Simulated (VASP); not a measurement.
# MnB6 (P6/m) in VASP: a series of runs

MnB6 is run at these levels: PBE; tasks: single point, relaxation of cell and atoms.

All numbers are computed with VASP 6.6.1; they aren't measurements. Logs are shortened: lines on timing, memory, paths and dates and some standing lists are left out, and cuts for length are marked.

## (1) The cell of the first run

The structure is hexagonal, space group P6/m (No. 175). The conventional cell has a = 4.603 Å, b = 4.603 Å, c = 2.744 Å, α = 90.00°, β = 90.00°, γ = 120.00°. Within 2.9 Å of Mn (site symmetry 6/m) lie 12 B at 2.19 Å and 2 Mn at 2.74 Å. Within 2.3 Å of B (site symmetry m) lie 5 B at 1.71 to 1.83 Å and 2 Mn at 2.19 Å.

The cell was built from a structure type or drawn by symmetry, and may not be a known phase.

## (2) Single point, PBE

INCAR

```
PREC     = Accurate       # precision mode
ENCUT    = 520            # plane-wave cutoff, eV
EDIFF    = 1E-7           # SCF threshold, eV
ISMEAR   = 0              # smearing method
SIGMA    = 0.1            # smearing width, eV
LREAL    = F              # projectors in reciprocal space
LASPH    = T              # aspherical terms in the spheres
NELM     = 100            # most SCF steps
ALGO     = Normal         # electronic algorithm
ISIF     = 2              # what is computed and relaxed
LWAVE    = F              # write WAVECAR
LCHARG   = T              # write CHGCAR
GGA      = PE             # functional
LELF     = T              # ELF
LVHAR    = T            
NBANDS   = 24             # bands
```

KPOINTS

```
regular mesh
0
Gamma
  12 12 12
```

POSCAR

```
MnB6
1.0
    4.6026810057      0.0000000000      0.0000000000
   -2.3013405029      3.9860386765      0.0000000000
    0.0000000000      0.0000000000      2.7444670103
Mn B
1 6
Direct
    0.0000000000      0.0000000000      0.0000000000
    0.8521677895      0.5777814439      0.5000000000
    0.4222185561      0.2743863455      0.5000000000
    0.7256136545      0.1478322105      0.5000000000
    0.1478322105      0.4222185561      0.5000000000
    0.5777814439      0.7256136545      0.5000000000
    0.2743863455      0.8521677895      0.5000000000
```

Potentials or basis: VASP PAW PBE potentials, release 64 (Mn_pv, B).

Run with:

```sh
cat potpaw_PBE.64/Mn_pv/POTCAR potpaw_PBE.64/B/POTCAR > POTCAR
mpirun -np 1 vasp_std > vasp.out
```

OUTCAR:

```text
PREC = Accurate
   ENCUT = 520
   EDIFF = 1E-7
   ISMEAR = 0
   LREAL = F
   LASPH = T
   NELM = 100
   ISIF = 2
   GGA = PE

 ion  position               nearest neighbor table
   1  0.000  0.000  0.000-   4 2.19   7 2.19   4 2.19   7 2.19   3 2.19   6 2.19   6 2.19   3 2.19
                             5 2.19   5 2.19   2 2.19   2 2.19
   2  0.852  0.578  0.500-   7 1.71   6 1.71   3 1.76   4 1.76   5 1.83   1 2.19   1 2.19
   3  0.422  0.274  0.500-   7 1.71   5 1.71   2 1.76   4 1.76   6 1.83   1 2.19   1 2.19
   4  0.726  0.148  0.500-   6 1.71   5 1.71   3 1.76   2 1.76   7 1.83   1 2.19   1 2.19
   5  0.148  0.422  0.500-   4 1.71   3 1.71   6 1.76   7 1.76   2 1.83   1 2.19   1 2.19
   6  0.578  0.726  0.500-   4 1.71   2 1.71   5 1.76   7 1.76   3 1.83   1 2.19   1 2.19
   7  0.274  0.852  0.500-   3 1.71   2 1.71   6 1.76   5 1.76   4 1.83   1 2.19   1 2.19

  LATTYP: Found a hexagonal cell.
 ALAT       =     4.6026810057
 C/A-ratio  =     0.5962757373

  Lattice vectors:

 A1 = (   4.6026810057,   0.0000000000,   0.0000000000)
 A2 = (  -2.3013405029,   3.9860386765,   0.0000000000)
 A3 = (   0.0000000000,   0.0000000000,   2.7444670103)

Analysis of symmetry for initial positions (statically):
=====================================================================
 Subroutine PRICEL returns:
 Original cell was already a primitive cell.

 Routine SETGRP: Setting up the symmetry group for a
 hexagonal supercell.

 Subroutine GETGRP returns: Found 12 space group operations
 (whereof 12 operations were pure point group operations)
 out of a pool of 24 trial point group operations.

The static configuration has the point symmetry C_6h.

Analysis of symmetry for dynamics (positions and initial velocities):
=====================================================================
 Subroutine PRICEL returns:
 Original cell was already a primitive cell.

 Routine SETGRP: Setting up the symmetry group for a
 hexagonal supercell.

 Subroutine GETGRP returns: Found 12 space group operations
 (whereof 12 operations were pure point group operations)
 out of a pool of 24 trial point group operations.

The dynamic configuration has the point symmetry C_6h.

 Subroutine INISYM returns: Found 12 space group operations
 (whereof 12 operations are pure point group operations),
 and found     1 'primitive' translations

----------------------------------------------------------------------------------------

                                     Primitive cell

  volume of cell :      50.3513

  direct lattice vectors                    reciprocal lattice vectors
     4.602681006  0.000000000  0.000000000     0.217264677  0.125437819  0.000000000
    -2.301340503  3.986038677  0.000000000     0.000000000  0.250875639  0.000000000
     0.000000000  0.000000000  2.744467010     0.000000000  0.000000000  0.364369474

  length of vectors
     4.602681006  4.602681006  2.744467010     0.250875639  0.250875639  0.364369474

  position of ions in fractional coordinates (direct lattice)
     0.000000000  0.000000000  0.000000000
     0.852167790  0.577781444  0.500000000
     0.422218556  0.274386345  0.500000000
     0.725613655  0.147832210  0.500000000
     0.147832210  0.422218556  0.500000000
     0.577781444  0.725613655  0.500000000
     0.274386345  0.852167790  0.500000000

  ion indices of the primitive-cell ions
   primitive index   ion index
                 1           1
                 2           2
                 3           3
                 4           4
                 5           5
                 6           6
                 7           7

----------------------------------------------------------------------------------------

 KPOINTS: regular mesh

Automatic generation of k-mesh.
 Grid dimensions read from file:
 generate k-points for:   12   12   12

 Generating k-lattice:

  Cartesian coordinates                     Fractional coordinates (reciprocal lattice)
     0.018105390  0.010453152  0.000000000     0.083333333 -0.000000000  0.000000000
     0.000000000  0.020906303  0.000000000     0.000000000  0.083333333  0.000000000
     0.000000000  0.000000000  0.030364123     0.000000000  0.000000000  0.083333333

  Length of vectors
     0.020906303  0.020906303  0.030364123

  Shift w.r.t. Gamma in fractional coordinates (k-lattice)
     0.000000000  0.000000000  0.000000000

 Subroutine IBZKPT returns following result:
 ===========================================

 Found    182 irreducible k-points:

 Following reciprocal coordinates:
            Coordinates               Weight
  0.000000  0.000000  0.000000      1.000000
  0.083333  0.000000  0.000000      6.000000
  0.166667 -0.000000  0.000000      6.000000
  0.250000 -0.000000  0.000000      6.000000
  0.333333 -0.000000  0.000000      6.000000
  0.416667 -0.000000  0.000000      6.000000
[... 16 lines left out ...]
  0.250000  0.250000  0.000000      6.000000
  0.333333  0.250000  0.000000      6.000000
 [... further k-points ...]
   k-points           NKPTS =    182   k-points in BZ     NKDIM =    182   number of bands    NBANDS=     24
   number of dos      NEDOS =    301   number of ions     NIONS =      7
   total plane-waves  NPLWV =  25920
   dimension x,y,z NGX =    36 NGY =   36 NGZ =   20
   dimension x,y,z NGXF=    72 NGYF=   72 NGZF=   40
   ions per type =               1   6
   NGX,Y,Z   is equivalent  to a cutoff of  13.00, 13.00, 12.11 a.u.
   NGXF,Y,Z  is equivalent  to a cutoff of  26.01, 26.01, 24.23 a.u.
 SYSTEM =  unknown system
   PREC   = accura    normal or accurate (medium, high low for compatibility)
   ISTART =      0    job   : 0-new  1-cont  2-samecut
   ICHARG =      2    charge: 1-file 2-atom 10-const
   ISPIN  =      1    spin polarized calculation?
   LNONCOLLINEAR =      F non collinear calculations
   LSORBIT =      F    spin-orbit coupling
   LASPH  =      T    aspherical Exc in radial PAW
   ENCUT  =  520.0 eV  38.22 Ry    6.18 a.u.   8.56  8.56  5.10*2*pi/ulx,y,z
   NELM   =    100;   NELMIN=  2; NELMDL= -5     # of ELM steps
   EDIFF  = 0.1E-06   stopping-criterion for ELM
   LREAL  =      F    real-space projection
   EDIFFG = 0.1E-05   stopping-criterion for IOM
   NSW    =      0    number of steps for IOM
   IBRION =     -1    ionic relax: 0-MD 1-quasi-New 2-CG
   NFREE  =      0    steps in history (QN), initial steepest desc. (CG)
   ISIF   =      2    stress and relaxation
   ISYM   =      2    0-nonsym 1-usesym 2-fastsym
   POTIM  = 0.5000    time-step for ionic-motion
   TEBEG  =    0.0;   TEEND  =   0.0 temperature during run
   PSTRESS=    0.0 pullay stress
   NELECT =      31.0000    total number of electrons
   NUPDOWN=      -1.0000    fix difference up-down
   EMIN   =  10.00;   EMAX   =-10.00  energy-range for DOS
   EFERMI =   0.00;   METHOD = LEGACY
   ISMEAR =     0;   SIGMA  =   0.10  broadening in eV -4-tet -1-fermi 0-gaus
   EFERMI_NEDOS =   21; number of points for ismear=-14 and -15
   IALGO  =     38    algorithm
   IMIX   =      4    mixing-type and parameters
     AMIX     =   0.40;   BMIX     =  1.00
     AMIX_MAG =   1.60;   BMIX_MAG =  1.00
  volume/ion in A,a.u.               =       7.19        48.54
  Fermi-wavevector in a.u.,A,eV,Ry     =   1.392703  2.631828 26.390165  1.939622
  Thomas-Fermi vector in A             =   2.516420
   LORBIT       =      0    0 simple, 1 ext, 2 COOP (PROOUT), +10 PAW based schemes
   GGA     = PE    functional components
   LHFCALC =     F    Hartree Fock is set to
   AEXX    =    0.0000 exact exchange contribution
   IVDW    =     0    specifies the selected vdW correction
   LEPSILON=     F    determine dielectric tensor
   LRPA    =     F    only Hartree local field effects (RPA)
 non-spin polarized calculation
 Gauss-broadening in eV      SIGMA  =   0.10
  energy-cutoff  :      520.00
  volume of cell :       50.35
 maximum number of plane-waves:      1384
 NGX is ok and might be reduce to    36
   NGX = 17   NGY = 17   NGZ = 11

 number of electron      31.0000014 magnetization

 Free energy of the ion-electron system (eV)
  ---------------------------------------------------
  ext. energy  EPLUGINS =         0.00000000
  ---------------------------------------------------
  free energy    TOTEN  =       -48.52181361 eV

  energy without entropy =      -48.50947717  energy(sigma->0) =      -48.51564539

 E-fermi :   8.6595     XC(G=0): -12.5368

 val. band max:        8.6561031087   @ k =   0.2500   0.1667   0.0833
 cond. band min:       8.6604211316   @ k =  -0.3333   0.4167  -0.2500
 fundamental gap:      0.0043180228
 Fermi energy:         8.6594792294

 k-point     1 :       0.0000    0.0000    0.0000
  band No.  band energies     occupation
      1     -39.9120      2.00000
      2     -39.4102      2.00000
      3     -39.4102      2.00000
      4      -7.6705      2.00000
      5      -1.8395      2.00000
      6      -1.8395      2.00000
[... 16 lines left out ...]
     23      15.8535      0.00000
     24      15.8535      0.00000

 k-point     2 :       0.0833    0.0000    0.0000
  band No.  band energies     occupation
      1     -39.9120      2.00000
      2     -39.4102      2.00000
      3     -39.4102      2.00000
      4      -7.6213      2.00000
      5      -2.4332      2.00000
      6      -1.8908      2.00000
[... 16 lines left out ...]
     23      15.8295      0.00000
     24      15.9559      0.00000

 k-point     3 :       0.1667   -0.0000    0.0000
  band No.  band energies     occupation
      1     -39.9120      2.00000
      2     -39.4103      2.00000
      3     -39.4102      2.00000
      4      -7.4745      2.00000
      5      -3.1840      2.00000
      6      -2.0144      2.00000
[... 16 lines left out ...]
     23      16.1967      0.00000
     24      16.3696      0.00000
[... 514 lines left out ...]
 k-point    23 :       0.2500    0.2500    0.0000
  band No.  band energies     occupation
      1     -39.9120      2.00000
      2     -39.4106      2.00000
      3     -39.4104      2.00000
      4      -6.4016      2.00000
      5      -4.9967      2.00000
      6      -3.9658      2.00000
[... 16 lines left out ...]
     23      16.0242      0.00000
     24      16.4727      0.00000

 k-point    24 :       0.3333    0.2500    0.0000
  band No.  band energies     occupation
      1     -39.9120      2.00000
      2     -39.4106      2.00000
      3     -39.4104      2.00000
      4      -6.0025      2.00000
      5      -5.4034      2.00000
      6      -4.2212      2.00000
[... 16 lines left out ...]
     23      16.0601      0.00000
     24      16.7454      0.00000

 [... further k-points ...]
[... 5 lines left out ...]
  --------------------------------------------------------------------------------------
  -------------------------------------------------------------------------------------
  Total        0.0398209      0.0398209      0.0026151      0.0000002      0.0000000     -0.0000000
  in kB        1.2671020      1.2671020      0.0832116      0.0000062      0.0000000     -0.0000000
  external PRESSURE =       0.8724719 kB  Pullay stress =       0.0000000 kB

 VOLUME and BASIS-vectors are now :
 -----------------------------------------------------------------------------
  energy-cutoff  :      520.00
  volume of cell :       50.35
      direct lattice vectors                 reciprocal lattice vectors
     4.602681006  0.000000000  0.000000000     0.217264677  0.125437819  0.000000000
    -2.301340503  3.986038677  0.000000000     0.000000000  0.250875639  0.000000000
     0.000000000  0.000000000  2.744467010     0.000000000  0.000000000  0.364369474

 POSITION                                       TOTAL-FORCE (eV/Angst)
 -----------------------------------------------------------------------------------
      0.00000      0.00000      0.00000         0.000000      0.000000     -0.000000
      2.59258      2.30306      1.37223         0.005365     -0.013829     -0.000000
      1.31188      1.09371      1.37223         0.009293      0.011561      0.000000
      2.99956      0.58926      1.37223        -0.014659      0.002268      0.000000
     -0.29124      1.68298      1.37223        -0.005365      0.013829      0.000000
      0.98946      2.89232      1.37223        -0.009293     -0.011561      0.000000
     -0.69822      3.39677      1.37223         0.014659     -0.002268     -0.000000
 -----------------------------------------------------------------------------------
    total drift:                                0.000000      0.000000      0.000000

  FREE ENERGIE OF THE ION-ELECTRON SYSTEM (eV)
  ---------------------------------------------------
  free  energy   TOTEN  =       -48.5218136095 eV

  energy  without entropy=      -48.5094771681  energy(sigma->0) =      -48.51564539
```

Wall time 2.9 min (1 thread of AMD EPYC 9R45 (Zen 5), shared host); peak memory 0.27 GiB.

Results:

```
Free energy            : -48.5218 eV
Pressure               : 0.1 GPa
Largest force          : 0.015 eV/Å
Band gap on the k mesh : zero (an odd number of electrons rules out a gap without spin polarisation)
```

Forces in eV/Å, atoms in the order of the input:
```
Mn   0.000  0.000  0.000
B    0.005 -0.014  0.000
B    0.009  0.012  0.000
B   -0.015  0.002  0.000
B   -0.005  0.014  0.000
B   -0.009 -0.012  0.000
B    0.015 -0.002  0.000
```

Levels at points of the mesh, in eV from the Fermi level:
```
           k point  band 12  band 13  band 14  band 15  band 16  band 17  band 18  band 19  band 20  band 21
(0.00, 0.00, 0.00)    -1.84    -1.72    -1.72    -0.86    -0.86     4.28     5.63     5.64     5.64     6.69
(0.50, 0.00, 0.00)    -2.74    -2.64    -1.87    -0.82     0.56     1.99     2.28     3.56     4.07     4.99
(0.00, 0.00, 0.50)    -3.15    -3.15    -1.07    -1.07    -0.64     0.29     1.78     1.78     2.81     2.81
(0.50, 0.00, 0.50)    -4.94    -3.15    -3.01    -1.88     0.08     0.47     1.62     1.73     3.18     3.96
```

Caveat: the run has no spin polarisation, though such a crystal can be magnetic. Spin polarisation is off, so any magnetic state and its effect on volume and gap are missing.

(Part 1 of 2 ends here.)
